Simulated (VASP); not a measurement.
# Rh (Fm-3m) in VASP: notebook, part 2 of 2

VASP 6.6.1. Earlier steps stand in the parts before.

## Step 3: Electric field gradients, PBE

This run uses another cell than the first one, of 13.75 Å³/atom, 1.063 times its volume.

INCAR reads:

```
  PREC = Accurate
  ENCUT = 520
  EDIFF = 1E-8
  ISMEAR = -1
  SIGMA = 0.08
  LREAL = False
  LASPH = True
  NELM = 100
  ALGO = Normal
  ISIF = 2
  LWAVE = False
  LCHARG = False
  GGA = PE
  LEFG = True
  NBANDS = 14
```

KPOINTS reads:

```
Automatic mesh
0
Gamma
  16 16 16
```

POSCAR reads:

```
Rh
1.0
    0.0000000000      1.9015500000      1.9015500000
    1.9015500000      0.0000000000      1.9015500000
    1.9015500000      1.9015500000      0.0000000000
Rh
1
Direct
    0.0000000000      0.0000000000      0.0000000000
```

Potentials or basis: VASP PAW PBE potentials, release 64 (Rh_pv).

On the command line:

```bash
cat potpaw_PBE.64/Rh_pv/POTCAR > POTCAR
mpirun -np 1 vasp_std > vasp.out
```

OUTCAR:

```text
PREC = Accurate
   ENCUT = 520
   EDIFF = 1E-8
   ISMEAR = -1
   LREAL = False
   LASPH = True
   NELM = 100
   ISIF = 2
   GGA = PE

 ion  position               nearest neighbor table
   1  0.000  0.000  0.000-

  LATTYP: Found a face centered cubic cell.
 ALAT       =     3.8031000000

  Lattice vectors:

 A1 = (   0.0000000000,   1.9015500000,   1.9015500000)
 A2 = (   1.9015500000,   0.0000000000,   1.9015500000)
 A3 = (   1.9015500000,   1.9015500000,   0.0000000000)

Analysis of symmetry for initial positions (statically):
=====================================================================
 Subroutine PRICEL returns:
 Original cell was already a primitive cell.

 Routine SETGRP: Setting up the symmetry group for a
 face centered cubic supercell.

 Subroutine GETGRP returns: Found 48 space group operations
 (whereof 48 operations were pure point group operations)
 out of a pool of 48 trial point group operations.

The static configuration has the point symmetry O_h .

Analysis of symmetry for dynamics (positions and initial velocities):
=====================================================================
 Subroutine PRICEL returns:
 Original cell was already a primitive cell.

 Routine SETGRP: Setting up the symmetry group for a
 face centered cubic supercell.

 Subroutine GETGRP returns: Found 48 space group operations
 (whereof 48 operations were pure point group operations)
 out of a pool of 48 trial point group operations.

The dynamic configuration has the point symmetry O_h .

 Subroutine INISYM returns: Found 48 space group operations
 (whereof 48 operations are pure point group operations),
 and found     1 'primitive' translations

----------------------------------------------------------------------------------------

                                     Primitive cell

  volume of cell :      13.7516

  direct lattice vectors                    reciprocal lattice vectors
     0.000000000  1.901550000  1.901550000    -0.262943388  0.262943388  0.262943388
     1.901550000  0.000000000  1.901550000     0.262943388 -0.262943388  0.262943388
     1.901550000  1.901550000  0.000000000     0.262943388  0.262943388 -0.262943388

  length of vectors
     2.689197800  2.689197800  2.689197800     0.455431308  0.455431308  0.455431308

  position of ions in fractional coordinates (direct lattice)
     0.000000000  0.000000000  0.000000000

  ion indices of the primitive-cell ions
   primitive index   ion index
                 1           1

----------------------------------------------------------------------------------------

 KPOINTS: Automatic mesh

Automatic generation of k-mesh.
 Grid dimensions read from file:
 generate k-points for:   16   16   16

 Generating k-lattice:

[... 69 lines left out ...]
   POTIM  = 0.5000    time-step for ionic-motion
   TEBEG  =    0.0;   TEEND  =   0.0 temperature during run
   PSTRESS=    0.0 pullay stress
   NELECT =      15.0000    total number of electrons
   NUPDOWN=      -1.0000    fix difference up-down
   EMIN   =  10.00;   EMAX   =-10.00  energy-range for DOS
   EFERMI =   0.00;   METHOD = LEGACY
   ISMEAR =    -1;   SIGMA  =   0.08  broadening in eV -4-tet -1-fermi 0-gaus
   EFERMI_NEDOS =   21; number of points for ismear=-14 and -15
   IALGO  =     38    algorithm
   IMIX   =      4    mixing-type and parameters
     AMIX     =   0.40;   BMIX     =  1.00
     AMIX_MAG =   1.60;   BMIX_MAG =  1.00
  volume/ion in A,a.u.               =      13.75        92.80
  Fermi-wavevector in a.u.,A,eV,Ry     =   1.685211  3.184586 38.639656  2.839935
  Thomas-Fermi vector in A             =   2.768095
   LORBIT       =      0    0 simple, 1 ext, 2 COOP (PROOUT), +10 PAW based schemes
   GGA     = PE    functional components
   LHFCALC =     F    Hartree Fock is set to
   AEXX    =    0.0000 exact exchange contribution
   IVDW    =     0    specifies the selected vdW correction
   LEPSILON=     F    determine dielectric tensor
   LRPA    =     F    only Hartree local field effects (RPA)
 non-spin polarized calculation
  energy-cutoff  :      520.00
  volume of cell :       13.75
 maximum number of plane-waves:       388
   NGX =  9   NGY =  9   NGZ =  9

 number of electron      15.0000007 magnetization

 Free energy of the ion-electron system (eV)
  ---------------------------------------------------
  ext. energy  EPLUGINS =         0.00000000
  ---------------------------------------------------
  free energy    TOTEN  =        -7.26755564 eV

  energy without entropy =       -7.23796348  energy(sigma->0) =       -7.25275956

 E-fermi :  11.8934     XC(G=0): -14.0298

 val. band max:       11.8933443756   @ k =  -0.3750   0.0625   0.0000
 cond. band min:      11.8945715450   @ k =  -0.1875   0.1250   0.0000
 fundamental gap:      0.0012271694
 Fermi energy:        11.8933661109

 k-point     1 :       0.0000    0.0000    0.0000
  band No.  band energies     occupation
      1     -34.4754      2.00000
      2     -34.4754      2.00000
      3     -34.4754      2.00000
      4       3.9428      2.00000
      5       8.8259      2.00000
      6       8.8259      2.00000
      7       8.8259      2.00000
      8      10.9112      1.99999
      9      10.9112      1.99999
     10      27.8964      0.00000
     11      32.4384      0.00000
     12      33.3561      0.00000
     13      33.3561      0.00000
     14      33.3561      0.00000
[... 377 lines left out ...]
      1     -34.5446      2.00000
      2     -34.4964      2.00000
      3     -34.4808      2.00000
      4       4.3549      2.00000
      5       8.6261      2.00000
      6       8.9717      2.00000
      7       9.0193      2.00000
      8      10.7244      2.00000
      9      10.9364      1.99999
     10      28.4780      0.00000
     11      31.6626      0.00000
     12      32.4401      0.00000
     13      33.4070      0.00000
     14      34.2116      0.00000

 [... further k-points ...]

------------------------ aborting loop because EDIFF is reached ----------------------------------------

  FORCE on cell =-STRESS in cart. coord.  units (eV):
  Direction    XX          YY          ZZ          XY          YZ          ZX
  --------------------------------------------------------------------------------------
  -------------------------------------------------------------------------------------
  Total        0.5206326      0.5206326      0.5206326      0.0000000      0.0000000      0.0000000
  in kB       60.6580876     60.6580876     60.6580876      0.0000000      0.0000000      0.0000000
  external PRESSURE =      60.6580876 kB  Pullay stress =       0.0000000 kB

 VOLUME and BASIS-vectors are now :
 -----------------------------------------------------------------------------
  energy-cutoff  :      520.00
  volume of cell :       13.75
      direct lattice vectors                 reciprocal lattice vectors
     0.000000000  1.901550000  1.901550000    -0.262943388  0.262943388  0.262943388
     1.901550000  0.000000000  1.901550000     0.262943388 -0.262943388  0.262943388
     1.901550000  1.901550000  0.000000000     0.262943388  0.262943388 -0.262943388

 POSITION                                       TOTAL-FORCE (eV/Angst)
 -----------------------------------------------------------------------------------
      0.00000      0.00000      0.00000         0.000000      0.000000      0.000000
 -----------------------------------------------------------------------------------
    total drift:                                0.000000     -0.000000     -0.000000

  FREE ENERGIE OF THE ION-ELECTRON SYSTEM (eV)
  ---------------------------------------------------
  free  energy   TOTEN  =        -7.2675556392 eV

  energy  without entropy=       -7.2379634832  energy(sigma->0) =       -7.25275956

 Electric field gradients (V/A^2)
---------------------------------------------------------------------
 ion       V_xx      V_yy      V_zz      V_xy      V_xz      V_yz
---------------------------------------------------------------------
   1       0.000    -0.000    -0.000     0.001     0.001     0.001
---------------------------------------------------------------------

 Electric field gradients after diagonalization (V/A^2)
 (convention: |V_zz| > |V_xx| > |V_yy|)
----------------------------------------------------------------------
 ion       V_xx      V_yy      V_zz     asymmetry (V_yy - V_xx)/ V_zz
----------------------------------------------------------------------
   1      -0.001    -0.001     0.001       0.000
----------------------------------------------------------------------

           NMR quadrupolar parameters

 Cq : quadrupolar parameter    Cq=e*Q*V_zz/h
 eta: asymmetry parameters     (V_yy - V_xx)/ V_zz
 Q  : nuclear electric quadrupole moment in mb (millibarn)
----------------------------------------------------------------------
 ion       Cq(MHz)       eta       Q (mb)
----------------------------------------------------------------------
   1       0.000       0.000       1.000
----------------------------------------------------------------------
```

Wall time 14 s (1 thread of Intel Xeon Platinum 8488C (Sapphire Rapids), shared host); peak memory 0.14 GiB.

What came out:

```yaml
Free_energy: -7.2676 eV
Pressure: 6.1 GPa
```

Caveat: without QUAD_EFG the Cq values of the log hold for a quadrupole moment of 1 mb, not for the nuclei.
